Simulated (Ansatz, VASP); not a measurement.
**Si in VASP and in Ansatz**

```
Si
1.0
    -2.37137    2.37137    1.32927
     2.37137   -2.37137    1.32927
     2.37137    2.37137   -1.32927
Si
2
Direct
  0.25000 0.75000 0.50000
  0.50000 0.50000 0.00000
```

Alike in both runs: task relaxation of cell and atoms; functional PBEsol; k mesh 16 × 16 × 16; occupations fermi-dirac, width 0.08 eV; no spin polarisation.

|  | VASP | Ansatz |
| --- | --- | --- |
| version | VASP 6.6.1 | Ansatz 0.2.0 |
| potentials or method | VASP PAW PBE potentials, release 64 (Si) | PAW with Ansatz's default frozen-core files, scalar-relativistic |
| plane-wave cutoff (eV) | 600 | 420 |
| valence electrons in the cell | 8 | 8 |

```tsv
	VASP	Ansatz	Ansatz less VASP
relaxed volume (Å³/atom)	15.04	15.02	-0.020
relaxed length of the cell vector where the two differ most in proportion (Å)	3.631	3.629	-0.0021
```

VASP's potentials were made for PBE, not for PBEsol.
